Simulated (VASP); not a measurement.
# Sr (P6_3/mmc) in VASP: a series of runs

Sr is run at these levels: LDA; tasks: electric field gradients.

Everything below comes from runs of VASP 6.6.1. Logs are shortened: lines on timing, memory, paths and dates and some standing lists are left out, and cuts for length are marked.

### Step 1. The cell of the first run

The structure is hexagonal, space group P6_3/mmc (No. 194). The conventional cell has a = 4.296 Å, b = 4.296 Å, c = 7.026 Å, α = 90.00°, β = 90.00°, γ = 120.00°. Within 5.6 Å of Sr (site symmetry -6m2) lie 12 Sr at 4.30 Å.

### Step 2. Electric field gradients, LDA (volume scaled by 0.99)

Input file INCAR:

```
SYSTEM = Sr
ALGO     = Normal         ! electronic algorithm
EDIFF    = 1E-8           ! SCF threshold, eV
ENCUT    = 520            ! plane-wave cutoff, eV
ISIF     = 2              ! what is computed and relaxed
ISMEAR   = -1             ! smearing method
LASPH    = .True.         ! aspherical terms in the spheres
LCHARG   = .False.        ! write CHGCAR
LEFG     = .True.       
LREAL    = .False.        ! projectors in reciprocal space
LWAVE    = .False.        ! write WAVECAR
NBANDS   = 17             ! bands
NELM     = 60             ! most SCF steps
PREC     = Accurate       ! precision mode
SIGMA    = 0.08           ! smearing width, eV
```

Input file KPOINTS:

```
k-points
0
Gamma
  10 10 5
  0 0 0
```

Input file POSCAR:

```
Sr
1.0
    4.2955853966      0.0000000000      0.0000000000
   -2.1477926983      3.7200860775      0.0000000000
    0.0000000000      0.0000000000      7.0264212286
Sr
2
Direct
    0.3333333333      0.6666666667      0.2500000000
    0.6666666667      0.3333333333      0.7500000000
```

Potentials or basis: VASP PAW LDA potentials, release 64 (Sr_sv).

Command:

```console
$ cat potpaw_LDA.64/Sr_sv/POTCAR > POTCAR
$ mpirun -np 1 vasp_std > vasp.out
```

OUTCAR:

```text
SYSTEM = Sr
   EDIFF = 1E-8
   ENCUT = 520
   ISIF = 2
   ISMEAR = -1
   LASPH = .True.
   LREAL = .False.
   NELM = 60
   PREC = Accurate

 ion  position               nearest neighbor table
   1  0.333  0.667  0.250-   2 4.30   2 4.30   2 4.30   2 4.30   2 4.30   2 4.30
   2  0.667  0.333  0.750-   1 4.30   1 4.30   1 4.30   1 4.30   1 4.30   1 4.30

  LATTYP: Found a hexagonal cell.
 ALAT       =     4.2955853966
 C/A-ratio  =     1.6357307747

  Lattice vectors:

 A1 = (   4.2955853966,   0.0000000000,   0.0000000000)
 A2 = (  -2.1477926983,   3.7200860775,   0.0000000000)
 A3 = (   0.0000000000,   0.0000000000,   7.0264212286)

Analysis of symmetry for initial positions (statically):
=====================================================================
 Subroutine PRICEL returns:
 Original cell was already a primitive cell.

 Routine SETGRP: Setting up the symmetry group for a
 hexagonal supercell.

 Subroutine GETGRP returns: Found 24 space group operations
 (whereof 12 operations were pure point group operations)
 out of a pool of 24 trial point group operations.

The static configuration has the point symmetry D_3d.
 The point group associated with its full space group is D_6h.

Analysis of symmetry for dynamics (positions and initial velocities):
=====================================================================
 Subroutine PRICEL returns:
 Original cell was already a primitive cell.

 Routine SETGRP: Setting up the symmetry group for a
 hexagonal supercell.

 Subroutine GETGRP returns: Found 24 space group operations
 (whereof 12 operations were pure point group operations)
 out of a pool of 24 trial point group operations.

The dynamic configuration has the point symmetry D_3d.
 The point group associated with its full space group is D_6h.

 Subroutine INISYM returns: Found 24 space group operations
 (whereof 12 operations are pure point group operations),
 and found     1 'primitive' translations

----------------------------------------------------------------------------------------

                                     Primitive cell

  volume of cell :     112.2818

  direct lattice vectors                    reciprocal lattice vectors
     4.295585397  0.000000000  0.000000000     0.232797141  0.134405492  0.000000000
    -2.147792698  3.720086077  0.000000000     0.000000000  0.268810984  0.000000000
     0.000000000  0.000000000  7.026421229     0.000000000  0.000000000  0.142319962

  length of vectors
     4.295585397  4.295585397  7.026421229     0.268810984  0.268810984  0.142319962

  position of ions in fractional coordinates (direct lattice)
     0.333333333  0.666666667  0.250000000
     0.666666667  0.333333333  0.750000000

  ion indices of the primitive-cell ions
   primitive index   ion index
                 1           1
                 2           2

----------------------------------------------------------------------------------------

 KPOINTS: k-points

Automatic generation of k-mesh.
 Grid dimensions read from file:
 generate k-points for:   10   10    5

 Generating k-lattice:

  Cartesian coordinates                     Fractional coordinates (reciprocal lattice)
     0.023279714  0.013440549  0.000000000     0.100000000  0.000000000  0.000000000
     0.000000000  0.026881098  0.000000000     0.000000000  0.100000000  0.000000000
     0.000000000  0.000000000  0.028463992     0.000000000  0.000000000  0.200000000

  Length of vectors
     0.026881098  0.026881098  0.028463992

  Shift w.r.t. Gamma in fractional coordinates (k-lattice)
     0.000000000  0.000000000  0.000000000

 Subroutine IBZKPT returns following result:
 ===========================================

 Found     42 irreducible k-points:

 Following reciprocal coordinates:
            Coordinates               Weight
  0.000000  0.000000  0.000000      1.000000
  0.100000  0.000000  0.000000      6.000000
  0.200000  0.000000  0.000000      6.000000
  0.300000  0.000000  0.000000      6.000000
  0.400000  0.000000  0.000000      6.000000
  0.500000  0.000000  0.000000      3.000000
[... 16 lines left out ...]
  0.300000  0.100000  0.200000     24.000000
  0.400000  0.100000  0.200000     24.000000
 [... further k-points ...]
   k-points           NKPTS =     42   k-points in BZ     NKDIM =     42   number of bands    NBANDS=     17
   number of dos      NEDOS =    301   number of ions     NIONS =      2
   total plane-waves  NPLWV =  55296
   dimension x,y,z NGX =    32 NGY =   32 NGZ =   54
   dimension x,y,z NGXF=    64 NGYF=   64 NGZF=  108
   ions per type =               2
   NGX,Y,Z   is equivalent  to a cutoff of  12.38, 12.38, 12.78 a.u.
   NGXF,Y,Z  is equivalent  to a cutoff of  24.77, 24.77, 25.55 a.u.
 SYSTEM =  Sr
   PREC   = accura    normal or accurate (medium, high low for compatibility)
   ISTART =      0    job   : 0-new  1-cont  2-samecut
   ICHARG =      2    charge: 1-file 2-atom 10-const
   ISPIN  =      1    spin polarized calculation?
   LNONCOLLINEAR =      F non collinear calculations
   LSORBIT =      F    spin-orbit coupling
   LASPH  =      T    aspherical Exc in radial PAW
   ENCUT  =  520.0 eV  38.22 Ry    6.18 a.u.   7.99  7.99 13.06*2*pi/ulx,y,z
   NELM   =     60;   NELMIN=  2; NELMDL= -5     # of ELM steps
   EDIFF  = 0.1E-07   stopping-criterion for ELM
   LREAL  =      F    real-space projection
   EDIFFG = 0.1E-06   stopping-criterion for IOM
   NSW    =      0    number of steps for IOM
   IBRION =     -1    ionic relax: 0-MD 1-quasi-New 2-CG
   NFREE  =      0    steps in history (QN), initial steepest desc. (CG)
   ISIF   =      2    stress and relaxation
   ISYM   =      2    0-nonsym 1-usesym 2-fastsym
   POTIM  = 0.5000    time-step for ionic-motion
   TEBEG  =    0.0;   TEEND  =   0.0 temperature during run
   PSTRESS=    0.0 pullay stress
   NELECT =      20.0000    total number of electrons
   NUPDOWN=      -1.0000    fix difference up-down
   EMIN   =  10.00;   EMAX   =-10.00  energy-range for DOS
   EFERMI =   0.00;   METHOD = LEGACY
   ISMEAR =    -1;   SIGMA  =   0.08  broadening in eV -4-tet -1-fermi 0-gaus
   EFERMI_NEDOS =   21; number of points for ismear=-14 and -15
   IALGO  =     38    algorithm
   IMIX   =      4    mixing-type and parameters
     AMIX     =   0.40;   BMIX     =  1.00
     AMIX_MAG =   1.60;   BMIX_MAG =  1.00
  volume/ion in A,a.u.               =      56.14       378.86
  Fermi-wavevector in a.u.,A,eV,Ry     =   0.921117  1.740659 11.543962  0.848457
  Thomas-Fermi vector in A             =   2.046498
   LORBIT       =      0    0 simple, 1 ext, 2 COOP (PROOUT), +10 PAW based schemes
   GGA     = CA    functional components
   LHFCALC =     F    Hartree Fock is set to
   AEXX    =    0.0000 exact exchange contribution
   IVDW    =     0    specifies the selected vdW correction
   LEPSILON=     F    determine dielectric tensor
   LRPA    =     F    only Hartree local field effects (RPA)
 non-spin polarized calculation
  energy-cutoff  :      520.00
  volume of cell :      112.28
 maximum number of plane-waves:      3044
 NGX is ok and might be reduce to    32
   NGX = 15   NGY = 15   NGZ = 27

 number of electron      20.0000000 magnetization

 Free energy of the ion-electron system (eV)
  ---------------------------------------------------
  ext. energy  EPLUGINS =         0.00000000
  ---------------------------------------------------
  free energy    TOTEN  =        -3.73440626 eV

  energy without entropy =       -3.67462719  energy(sigma->0) =       -3.70451673

 E-fermi :   1.3558     XC(G=0):  -7.4922

 val. band max:        1.3339589434   @ k =   0.3000   0.3000   0.0000
 cond. band min:       1.3584283369   @ k =   0.3000   0.3000   0.0000
 fundamental gap:      0.0244693935
 Fermi energy:         1.3558130806

 k-point     1 :       0.0000    0.0000    0.0000
  band No.  band energies     occupation
      1     -35.1429      2.00000
      2     -35.1300      2.00000
      3     -17.3143      2.00000
      4     -17.1563      2.00000
      5     -17.1563      2.00000
      6     -17.1307      2.00000
[... 9 lines left out ...]
     16       3.9274      0.00000
     17       4.4281      0.00000

 k-point     2 :       0.1000    0.0000    0.0000
  band No.  band energies     occupation
      1     -35.1418      2.00000
      2     -35.1294      2.00000
      3     -17.3084      2.00000
      4     -17.1700      2.00000
      5     -17.1606      2.00000
      6     -17.1448      2.00000
[... 9 lines left out ...]
     16       4.0600      0.00000
     17       4.1776      0.00000

 k-point     3 :       0.2000    0.0000    0.0000
  band No.  band energies     occupation
      1     -35.1388      2.00000
      2     -35.1280      2.00000
      3     -17.2920      2.00000
      4     -17.2059      2.00000
      5     -17.1812      2.00000
      6     -17.1716      2.00000
[... 9 lines left out ...]
     16       4.0487      0.00000
     17       4.1086      0.00000

 k-point     4 :       0.3000    0.0000    0.0000
  band No.  band energies     occupation
      1     -35.1349      2.00000
      2     -35.1266      2.00000
      3     -17.2686      2.00000
      4     -17.2505      2.00000
      5     -17.2248      2.00000
      6     -17.1847      2.00000
[... 9 lines left out ...]
     16       4.5492      0.00000
     17       4.6522      0.00000
[... 343 lines left out ...]
      1     -35.1354      2.00000
      2     -35.1279      2.00000
      3     -17.2747      2.00000
      4     -17.2237      2.00000
      5     -17.2138      2.00000
      6     -17.1787      2.00000
[... 9 lines left out ...]
     16       4.2793      0.00000
     17       4.5973      0.00000

 k-point    23 :       0.3000    0.1000    0.2000
  band No.  band energies     occupation
      1     -35.1319      2.00000
      2     -35.1265      2.00000
      3     -17.2824      2.00000
      4     -17.2575      2.00000
      5     -17.2254      2.00000
      6     -17.1929      2.00000
[... 9 lines left out ...]
     16       4.6305      0.00000
     17       5.1332      0.00000

 k-point    24 :       0.4000    0.1000    0.2000
  band No.  band energies     occupation
      1     -35.1294      2.00000
      2     -35.1260      2.00000
      3     -17.3007      2.00000
      4     -17.2766      2.00000
      5     -17.2192      2.00000
      6     -17.1985      2.00000
[... 9 lines left out ...]
     16       5.0288      0.00000
     17       5.3312      0.00000

 [... further k-points ...]
[... 5 lines left out ...]
  --------------------------------------------------------------------------------------
  -------------------------------------------------------------------------------------
  Total       -1.0490502     -1.0490502     -1.0154249      0.0000000      0.0000000      0.0000000
  in kB      -14.9691557    -14.9691557    -14.4893484      0.0000000      0.0000000      0.0000000
  external PRESSURE =     -14.8092199 kB  Pullay stress =       0.0000000 kB

 VOLUME and BASIS-vectors are now :
 -----------------------------------------------------------------------------
  energy-cutoff  :      520.00
  volume of cell :      112.28
      direct lattice vectors                 reciprocal lattice vectors
     4.295585397  0.000000000  0.000000000     0.232797141  0.134405492  0.000000000
    -2.147792698  3.720086077  0.000000000     0.000000000  0.268810984  0.000000000
     0.000000000  0.000000000  7.026421229     0.000000000  0.000000000  0.142319962

 POSITION                                       TOTAL-FORCE (eV/Angst)
 -----------------------------------------------------------------------------------
     -0.00000      2.48006      1.75661         0.000000     -0.000000      0.000000
      2.14779      1.24003      5.26982        -0.000000      0.000000      0.000000
 -----------------------------------------------------------------------------------
    total drift:                                0.000000     -0.000000      0.000000

  FREE ENERGIE OF THE ION-ELECTRON SYSTEM (eV)
  ---------------------------------------------------
  free  energy   TOTEN  =        -3.7344062624 eV

  energy  without entropy=       -3.6746271884  energy(sigma->0) =       -3.70451673

 Electric field gradients (V/A^2)
---------------------------------------------------------------------
 ion       V_xx      V_yy      V_zz      V_xy      V_xz      V_yz
---------------------------------------------------------------------
   1       1.254     1.254    -2.508     0.000    -0.000     0.000
   2       1.254     1.254    -2.508     0.000     0.000    -0.000
---------------------------------------------------------------------

 Electric field gradients after diagonalization (V/A^2)
 (convention: |V_zz| > |V_xx| > |V_yy|)
----------------------------------------------------------------------
 ion       V_xx      V_yy      V_zz     asymmetry (V_yy - V_xx)/ V_zz
----------------------------------------------------------------------
   1       1.254     1.254    -2.508       0.000
   2       1.254     1.254    -2.508       0.000
----------------------------------------------------------------------

           NMR quadrupolar parameters

 Cq : quadrupolar parameter    Cq=e*Q*V_zz/h
 eta: asymmetry parameters     (V_yy - V_xx)/ V_zz
 Q  : nuclear electric quadrupole moment in mb (millibarn)
----------------------------------------------------------------------
 ion       Cq(MHz)       eta       Q (mb)
----------------------------------------------------------------------
   1      -0.006       0.000       1.000
   2      -0.006       0.000       1.000
----------------------------------------------------------------------
```

It took 1.9 min on 1 thread of Oxide Virtual Turin-like, shared host; peak memory 0.18 GiB.

Results:

- Free energy: -3.7344 eV
- Pressure: -1.5 GPa
- Band gap on the k mesh: zero (band 10 reaches 1.48 eV, above the bottom of band 11 at 1.36 eV)

Electric field gradients, principal values (V/Å²):
```
atom  least  middle  greatest (by size)
1 Sr  1.254   1.254              -2.508
2 Sr  1.254   1.254              -2.508
```

Caveat: without QUAD_EFG the Cq values of the log hold for a quadrupole moment of 1 mb, not for the nuclei.

(Part 1 of 2 ends here.)
